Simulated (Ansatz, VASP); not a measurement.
# One calculation of InP, two programs

INCAR

```
SYSTEM = InP
  ALGO = Normal
  EDIFF = 1E-6
  ENCUT = 520
  GGA = PS
  ISIF = 2
  ISMEAR = -1
  LASPH = .TRUE.
  LCHARG = .TRUE.
  LELF = .TRUE.
  LREAL = .FALSE.
  LVHAR = .TRUE.
  LWAVE = .FALSE.
  NBANDS = 16
  NELM = 60
  PREC = Accurate
  SIGMA = 0.03
```

File KPOINTS:

```
k-points
0
G
  11 11 11
  0 0 0
```

File POSCAR:

```
InP
1.0
    0.0000000000      2.9121000000      2.8550000000
    2.9121000000      0.0000000000      2.8550000000
    2.9121000000      2.9121000000      0.0000000000
In P
1 1
Direct
    0.0000000000      0.0000000000      0.0000000000
    0.5000000000      0.5000000000      0.5000000000
```

Input for Ansatz:

```yaml
crystal:
  lattice:
    - [0.0, 2.9121, 2.855]
    - [2.9121, 0.0, 2.855]
    - [2.9121, 2.9121, 0.0]
  atoms:
    - { symbol: In, position: [0.0, 0.0, 0.0] }
    - { symbol: P, position: [0.5, 0.5, 0.5] }
kpoints:
  mp_grid: { grid: [11, 11, 11] }
  band_path:
    path:
      - [0.0, 0.0, 0.0]
      - [0.0, 0.5, 0.5]
      - [0.25, 0.75, 0.5]
      - [0.0, 0.5, 0.0]
      - [0.0, 0.0, 0.0]
      - [0.5, 0.5, 0.0]
      - [0.38005, 0.61995, 0.0]
      - [-0.38005, 0.38005, 0.0]
      - [0.0, 0.0, 0.0]
    npoints: 5
scf:
  occupations: { method: fermi_dirac, width: 0.03 }
hamiltonian:
  xc: pbesol
  pseudopotentials: { kind: all_electron, lapw: { basis_error: 0.00025 } }
output:
  forces: true
  stress: true
  eigenvalues: true
```

Change from the starting cell: equal xx and yy strain of +2 %.

Alike in both runs: task single point; functional PBEsol; k mesh 11 × 11 × 11; occupations fermi-dirac, width 0.03 eV; no spin polarisation.

```csv
,VASP,Ansatz
version,VASP 6.6.1,Ansatz 0.2.0
potentials or method,"VASP PAW PBE potentials, release 64 (In_d, P), cutoff 520 eV","all-electron LAPW, scalar-relativistic"
```

```csv
,VASP,Ansatz,Ansatz less VASP
pressure (GPa),-9.6,-9.6,0.00
"traceless stress, the component that is largest in VASP (GPa)",0.82,0.82,-0.003
```

VASP's potentials were made for PBE, not for PBEsol. Ansatz ran all-electron here, and VASP with PAW potentials.
